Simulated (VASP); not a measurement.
# Sb in VASP: notebook

The runs below take Sb through single point, with PBE.

Everything below comes from runs of VASP 6.6.1. Logs are shortened: lines on timing, memory, paths and dates and some standing lists are left out, and cuts for length are marked.

### Step 1. The cell of the first run

The cell holds a slab with vacuum, 6 atoms: a = 3.388 Å, b = 4.792 Å, c = 24.471 Å, α = 90.00°, β = 90.00°, γ = 90.00°.

### Step 2. Single point, PBE

File INCAR:

```
  PREC = Accurate
  ENCUT = 520
  EDIFF = 1E-7
  ISMEAR = -1
  SIGMA = 0.08
  LREAL = F
  LASPH = T
  NELM = 80
  ALGO = Normal
  ISIF = 2
  LWAVE = F
  LCHARG = T
  LDIPOL = T
  IDIPOL = 3
  DIPOL = 0.5 0.5 0.500
  GGA = PE
  LELF = T
  LVHAR = T
  LVACPOTAV = T
  NBANDS = 24
```

File KPOINTS:

```
Automatic mesh
0
Gamma
  10 7 1
```

File POSCAR:

```
Sb
1.0
    3.3884663838      0.0000000000      0.0000000000
    0.0000000000      4.7920151155      0.0000000000
    0.0000000000      0.0000000000     24.4712000000
Sb
6
Direct
    0.2500000000      0.2500000000      0.3269155996
    0.7500000000      0.7500000000      0.3961493597
    0.2500000000      0.2500000000      0.4653831199
    0.7500000000      0.7500000000      0.5346168801
    0.2500000000      0.2500000000      0.6038506403
    0.7500000000      0.7500000000      0.6730844004
```

Potentials or basis: VASP PAW PBE potentials, release 64 (Sb).

Started as:

```sh
> cat potpaw_PBE.64/Sb/POTCAR > POTCAR
> mpirun -np 1 vasp_std > vasp.out
```

OUTCAR:

```text
PREC = Accurate
   ENCUT = 520
   EDIFF = 1E-7
   ISMEAR = -1
   LREAL = F
   LASPH = T
   NELM = 80
   ISIF = 2
   GGA = PE

 ion  position               nearest neighbor table
   1  0.250  0.250  0.327-   3 3.39   2 3.39   2 3.39   2 3.39   2 3.39
   2  0.750  0.750  0.396-   1 3.39   1 3.39   1 3.39   1 3.39   3 3.39   3 3.39   3 3.39   3 3.39
                             4 3.39
   3  0.250  0.250  0.465-   1 3.39   2 3.39   2 3.39   2 3.39   2 3.39   4 3.39   4 3.39   4 3.39
                             4 3.39   5 3.39
   4  0.750  0.750  0.535-   6 3.39   5 3.39   5 3.39   5 3.39   5 3.39   3 3.39   3 3.39   3 3.39
                             3 3.39   2 3.39
   5  0.250  0.250  0.604-   6 3.39   6 3.39   6 3.39   6 3.39   4 3.39   4 3.39   4 3.39   4 3.39
                             3 3.39
   6  0.750  0.750  0.673-   4 3.39   5 3.39   5 3.39   5 3.39   5 3.39

  LATTYP: Found a simple orthorhombic cell.
 ALAT       =     3.3884663838
 B/A-ratio  =     1.4142135623
 C/A-ratio  =     7.2219102178

  Lattice vectors:

 A1 = (   3.3884663838,   0.0000000000,   0.0000000000)
 A2 = (   0.0000000000,   4.7920151155,   0.0000000000)
 A3 = (   0.0000000000,   0.0000000000,  24.4712000000)

Analysis of symmetry for initial positions (statically):
=====================================================================
 Subroutine PRICEL returns:
 Original cell was already a primitive cell.

 Routine SETGRP: Setting up the symmetry group for a
 simple orthorhombic supercell.

 Subroutine GETGRP returns: Found  8 space group operations
 (whereof  2 operations were pure point group operations)
 out of a pool of  8 trial point group operations.

The static configuration has the point symmetry S_2 .
 The point group associated with its full space group is D_2h.

Analysis of symmetry for dynamics (positions and initial velocities):
=====================================================================
 Subroutine PRICEL returns:
 Original cell was already a primitive cell.

 Routine SETGRP: Setting up the symmetry group for a
 simple orthorhombic supercell.

 Subroutine GETGRP returns: Found  8 space group operations
 (whereof  2 operations were pure point group operations)
 out of a pool of  8 trial point group operations.

The dynamic configuration has the point symmetry S_2 .
 The point group associated with its full space group is D_2h.

 Subroutine INISYM returns: Found  8 space group operations
 (whereof  2 operations are pure point group operations),
 and found     1 'primitive' translations

----------------------------------------------------------------------------------------

                                     Primitive cell

  volume of cell :     397.3531

  direct lattice vectors                    reciprocal lattice vectors
     3.388466384  0.000000000  0.000000000     0.295118761  0.000000000  0.000000000
     0.000000000  4.792015115  0.000000000     0.000000000  0.208680477  0.000000000
     0.000000000  0.000000000 24.471200000     0.000000000  0.000000000  0.040864363

  length of vectors
     3.388466384  4.792015115 24.471200000     0.295118761  0.208680477  0.040864363

  position of ions in fractional coordinates (direct lattice)
     0.250000000  0.250000000  0.326915600
     0.750000000  0.750000000  0.396149360
     0.250000000  0.250000000  0.465383120
     0.750000000  0.750000000  0.534616880
     0.250000000  0.250000000  0.603850640
     0.750000000  0.750000000  0.673084400

  ion indices of the primitive-cell ions
   primitive index   ion index
                 1           1
                 2           2
                 3           3
                 4           4
                 5           5
                 6           6

----------------------------------------------------------------------------------------

 KPOINTS: Automatic mesh

Automatic generation of k-mesh.
 Grid dimensions read from file:
 generate k-points for:   10    7    1

 Generating k-lattice:

  Cartesian coordinates                     Fractional coordinates (reciprocal lattice)
     0.029511876  0.000000000  0.000000000     0.100000000  0.000000000  0.000000000
     0.000000000  0.029811497  0.000000000     0.000000000  0.142857143  0.000000000
     0.000000000  0.000000000  0.040864363     0.000000000  0.000000000  1.000000000

  Length of vectors
     0.029511876  0.029811497  0.040864363

  Shift w.r.t. Gamma in fractional coordinates (k-lattice)
     0.000000000  0.000000000  0.000000000

 Subroutine IBZKPT returns following result:
 ===========================================

 Found     24 irreducible k-points:

 Following reciprocal coordinates:
            Coordinates               Weight
  0.000000  0.000000  0.000000      1.000000
  0.100000  0.000000  0.000000      2.000000
  0.200000  0.000000  0.000000      2.000000
  0.300000  0.000000  0.000000      2.000000
  0.400000  0.000000  0.000000      2.000000
  0.500000  0.000000  0.000000      1.000000
[... 16 lines left out ...]
  0.400000  0.428571  0.000000      4.000000
  0.500000  0.428571  0.000000      2.000000
   k-points           NKPTS =     24   k-points in BZ     NKDIM =     24   number of bands    NBANDS=     24
   number of dos      NEDOS =    301   number of ions     NIONS =      6
   total plane-waves  NPLWV = 193536
   dimension x,y,z NGX =    28 NGY =   36 NGZ =  192
   dimension x,y,z NGXF=    56 NGYF=   72 NGZF=  384
   ions per type =               6
   NGX,Y,Z   is equivalent  to a cutoff of  13.74, 12.49, 13.04 a.u.
   NGXF,Y,Z  is equivalent  to a cutoff of  27.47, 24.98, 26.09 a.u.
 SYSTEM =  unknown system
   PREC   = accura    normal or accurate (medium, high low for compatibility)
   ISTART =      0    job   : 0-new  1-cont  2-samecut
   ICHARG =      2    charge: 1-file 2-atom 10-const
   ISPIN  =      1    spin polarized calculation?
   LNONCOLLINEAR =      F non collinear calculations
   LSORBIT =      F    spin-orbit coupling
   LASPH  =      T    aspherical Exc in radial PAW
   ENCUT  =  520.0 eV  38.22 Ry    6.18 a.u.   6.30  8.91 45.50*2*pi/ulx,y,z
   NELM   =     80;   NELMIN=  2; NELMDL= -5     # of ELM steps
   EDIFF  = 0.1E-06   stopping-criterion for ELM
   LREAL  =      F    real-space projection
   EDIFFG = 0.1E-05   stopping-criterion for IOM
   NSW    =      0    number of steps for IOM
   IBRION =     -1    ionic relax: 0-MD 1-quasi-New 2-CG
   NFREE  =      0    steps in history (QN), initial steepest desc. (CG)
   ISIF   =      2    stress and relaxation
   ISYM   =      2    0-nonsym 1-usesym 2-fastsym
   POTIM  = 0.5000    time-step for ionic-motion
   TEBEG  =    0.0;   TEEND  =   0.0 temperature during run
   PSTRESS=    0.0 pullay stress
   NELECT =      30.0000    total number of electrons
   NUPDOWN=      -1.0000    fix difference up-down
   EMIN   =  10.00;   EMAX   =-10.00  energy-range for DOS
   EFERMI =   0.00;   METHOD = LEGACY
   ISMEAR =    -1;   SIGMA  =   0.08  broadening in eV -4-tet -1-fermi 0-gaus
   EFERMI_NEDOS =   21; number of points for ismear=-14 and -15
   IALGO  =     38    algorithm
   IMIX   =      4    mixing-type and parameters
     AMIX     =   0.40;   BMIX     =  1.00
     AMIX_MAG =   1.60;   BMIX_MAG =  1.00
  volume/ion in A,a.u.               =      66.23       446.91
  Fermi-wavevector in a.u.,A,eV,Ry     =   0.691921  1.307541  6.513849  0.478754
  Thomas-Fermi vector in A             =   1.773708
   LORBIT       =      0    0 simple, 1 ext, 2 COOP (PROOUT), +10 PAW based schemes
   GGA     = PE    functional components
   LHFCALC =     F    Hartree Fock is set to
   AEXX    =    0.0000 exact exchange contribution
   IVDW    =     0    specifies the selected vdW correction
   LEPSILON=     F    determine dielectric tensor
   LRPA    =     F    only Hartree local field effects (RPA)
 non-spin polarized calculation
  energy-cutoff  :      520.00
  volume of cell :      397.35
 maximum number of plane-waves:     10741
 NGX is ok and might be reduce to    28
   NGX = 13   NGY = 17   NGZ = 91

 number of electron      29.9999999 magnetization

 dipolmoment           0.000000      0.000000      0.000000 electrons x Angstroem

 Free energy of the ion-electron system (eV)
  ---------------------------------------------------
  ext. energy  EPLUGINS =         0.00000000
  ---------------------------------------------------
  free energy    TOTEN  =       -22.20279412 eV

  energy without entropy =      -22.09315010  energy(sigma->0) =      -22.14797211

 E-fermi :   0.9462     XC(G=0):  -4.9363

 val. band max:        0.9128512229   @ k =   0.1000   0.1429   0.0000
 cond. band min:       0.9521347529   @ k =   0.1000   0.0000   0.0000
 fundamental gap:      0.0392835300
 Fermi energy:         0.9461910199

 k-point     1 :       0.0000    0.0000    0.0000
  band No.  band energies     occupation
      1     -11.5172      2.00000
      2     -10.6189      2.00000
      3      -9.3009      2.00000
      4      -7.8794      2.00000
      5      -6.8293      2.00000
      6      -6.5807      2.00000
[... 16 lines left out ...]
     23       4.9906      0.00000
     24       5.0348      0.00000

 k-point     2 :       0.1000    0.0000    0.0000
  band No.  band energies     occupation
      1     -11.3883      2.00000
      2     -10.4914      2.00000
      3      -9.1777      2.00000
      4      -7.7692      2.00000
      5      -6.7511      2.00000
      6      -6.5373      2.00000
[... 16 lines left out ...]
     23       4.9095      0.00000
     24       4.9226      0.00000

 k-point     3 :       0.2000    0.0000    0.0000
  band No.  band energies     occupation
      1     -11.0037      2.00000
      2     -10.1114      2.00000
      3      -8.8132      2.00000
      4      -7.4527      2.00000
      5      -6.5594      2.00000
      6      -6.4803      2.00000
[... 16 lines left out ...]
     23       4.0181      0.00000
     24       4.0815      0.00000

 k-point     4 :       0.3000    0.0000    0.0000
  band No.  band energies     occupation
      1     -10.3712      2.00000
      2      -9.4893      2.00000
      3      -8.2277      2.00000
      4      -6.9953      2.00000
      5      -6.6796      2.00000
      6      -6.4450      2.00000
[... 16 lines left out ...]
     23       2.6710      0.00000
     24       4.0555      0.00000

 k-point     5 :       0.4000    0.0000    0.0000
  band No.  band energies     occupation
      1      -9.5118      2.00000
      2      -8.6540      2.00000
      3      -7.4863      2.00000
      4      -7.4247      2.00000
      5      -6.8063      2.00000
      6      -6.6125      2.00000
[... 16 lines left out ...]
     23       2.3530      0.00000
     24       3.6696      0.00000

 k-point     6 :       0.5000    0.0000    0.0000
  band No.  band energies     occupation
      1      -8.4807      2.00000
      2      -8.4807      2.00000
      3      -7.6843      2.00000
      4      -7.6843      2.00000
      5      -6.7860      2.00000
      6      -6.7860      2.00000
[... 16 lines left out ...]
     23       3.0610      0.00000
     24       3.0610      0.00000
[... 379 lines left out ...]
 k-point    21 :       0.2000    0.4286    0.0000
  band No.  band energies     occupation
      1      -9.8664      2.00000
      2      -9.0679      2.00000
      3      -9.0083      2.00000
      4      -8.3155      2.00000
      5      -8.0664      2.00000
      6      -7.7066      2.00000
[... 16 lines left out ...]
     23       4.2685      0.00000
     24       4.4111      0.00000

 k-point    22 :       0.3000    0.4286    0.0000
  band No.  band energies     occupation
      1      -9.2844      2.00000
      2      -8.5236      2.00000
      3      -8.4748      2.00000
      4      -7.8196      2.00000
      5      -7.5417      2.00000
      6      -7.2242      2.00000
[... 16 lines left out ...]
     23       3.7255      0.00000
     24       4.1856      0.00000

 k-point    23 :       0.4000    0.4286    0.0000
  band No.  band energies     occupation
      1      -8.5634      2.00000
      2      -8.0014      2.00000
      3      -7.8011      2.00000
      4      -7.3271      2.00000
      5      -6.9394      2.00000
      6      -6.7242      2.00000
[... 16 lines left out ...]
     23       3.6162      0.00000
     24       3.9169      0.00000

 k-point    24 :       0.5000    0.4286    0.0000
  band No.  band energies     occupation
      1      -7.9684      2.00000
      2      -7.9684      2.00000
      3      -7.2660      2.00000
      4      -7.2660      2.00000
      5      -6.5558      2.00000
      6      -6.5558      2.00000
[... 16 lines left out ...]
     23       3.6373      0.00000
     24       3.6373      0.00000

------------------------ aborting loop because EDIFF is reached ----------------------------------------

  FORCE on cell =-STRESS in cart. coord.  units (eV):
  Direction    XX          YY          ZZ          XY          YZ          ZX
  --------------------------------------------------------------------------------------
  -------------------------------------------------------------------------------------
  Total       -2.7971663     -2.8176739     -2.4992766     -0.0000000      0.0000000      0.0000000
  in kB      -11.2785234    -11.3612124    -10.0773950     -0.0000000      0.0000000      0.0000000
  external PRESSURE =     -10.9057102 kB  Pullay stress =       0.0000000 kB

 VOLUME and BASIS-vectors are now :
 -----------------------------------------------------------------------------
  energy-cutoff  :      520.00
  volume of cell :      397.35
      direct lattice vectors                 reciprocal lattice vectors
     3.388466384  0.000000000  0.000000000     0.295118761  0.000000000  0.000000000
     0.000000000  4.792015115  0.000000000     0.000000000  0.208680477  0.000000000
     0.000000000  0.000000000 24.471200000     0.000000000  0.000000000  0.040864363

 POSITION                                       TOTAL-FORCE (eV/Angst)
 -----------------------------------------------------------------------------------
      0.84712      1.19800      8.00002         0.000000      0.000000      0.771315
      2.54135      3.59401      9.69425         0.000000      0.000000     -0.626554
      0.84712      1.19800     11.38848         0.000000     -0.000000     -0.507816
      2.54135      3.59401     13.08272         0.000000     -0.000000      0.507816
      0.84712      1.19800     14.77695         0.000000      0.000000      0.626554
      2.54135      3.59401     16.47118         0.000000      0.000000     -0.771315
 -----------------------------------------------------------------------------------
    total drift:                               -0.000000      0.000000     -0.000000

  FREE ENERGIE OF THE ION-ELECTRON SYSTEM (eV)
  ---------------------------------------------------
  free  energy   TOTEN  =       -22.2027941228 eV

  energy  without entropy=      -22.0931501001  energy(sigma->0) =      -22.14797211

 vacuum level on the upper side and lower side of the slab         5.193         5.193
```

Run time: 3.4 min. Hardware: 1 thread of AMD EPYC 9R45 (Zen 5), shared host; peak memory 0.5 GiB.

Results:

```yaml
Free_energy: -22.2028 eV
Largest_force: 0.771 eV/Å
Band_gap_on_the_k_mesh: zero (bands 15 and 16 overlap by 2.85 eV)
```

Forces on the atoms (eV/Å):
```
Sb   0.000  0.000  0.771
Sb   0.000  0.000 -0.627
Sb   0.000  0.000 -0.508
Sb   0.000  0.000  0.508
Sb   0.000  0.000  0.627
Sb   0.000  0.000 -0.771
```

Caveat: spin-orbit coupling is left out, which moves the levels of the heavy elements.

### Step 3. Single point, PBE

File INCAR:

```
PREC = Accurate ; ENCUT = 520
EDIFF = 1E-7 ; ISMEAR = -1
SIGMA = 0.08 ; LREAL = False
LASPH = True ; NELM = 100
ALGO = Normal ; ISIF = 2
LWAVE = False ; LCHARG = False
LDIPOL = True ; IDIPOL = 3
DIPOL = 0.5 0.5 0.500 ; GGA = PE
NBANDS = 24
```

File KPOINTS:

```
regular mesh
0
Gamma
  10 7 1
```

File POSCAR:

```
Sb
1.0
    3.3884663838      0.0000000000      0.0000000000
    0.0000000000      4.7920151155      0.0000000000
    0.0000000000      0.0000000000     24.4712000000
Sb
6
Direct
    0.2500000000      0.2500000000      0.3311959273
    0.7500000000      0.7500000000      0.3861305795
    0.2500000000      0.2500000000      0.4482815740
    0.7500000000      0.7500000000      0.5517184231
    0.2500000000      0.2500000000      0.6138694254
    0.7500000000      0.7500000000      0.6688040707
```

Potentials or basis: VASP PAW PBE potentials, release 64 (Sb).

Started as:

```sh
> cat potpaw_PBE.64/Sb/POTCAR > POTCAR
> mpirun -np 1 vasp_std > vasp.out
```

It took 3.4 min on 1 thread of AMD EPYC 9R45 (Zen 5), shared host; peak memory 0.51 GiB.

The run converged. Its results:

| Quantity | Value |
| --- | --- |
| Free energy | -22.8659 eV |
| Largest force | 0.016 eV/Å |
| Band gap on the k mesh | zero (bands 15 and 16 overlap by 3.02 eV) |

Forces on the atoms (eV/Å):
```
Sb   0.000  0.000 -0.016
Sb   0.000  0.000  0.005
Sb   0.000  0.000  0.013
Sb   0.000  0.000 -0.013
Sb   0.000  0.000 -0.005
Sb   0.000  0.000  0.016
```

Levels at points of the mesh, in eV from the Fermi level:
```
           k point  band 11  band 12  band 13  band 14  band 15  band 16  band 17  band 18  band 19  band 20
(0.00, 0.00, 0.00)    -1.45    -1.41    -0.69    -0.37     0.45     0.64     0.88     2.43     2.94     3.22
(0.50, 0.00, 0.00)    -2.52    -2.52    -1.35    -1.35    -1.07    -1.07    -1.00    -1.00     0.68     0.68
```

Caveat: spin-orbit coupling is left out, which moves the levels of the heavy elements.

The gap in the log of VASP goes by the Fermi energy; the results here count the filled bands.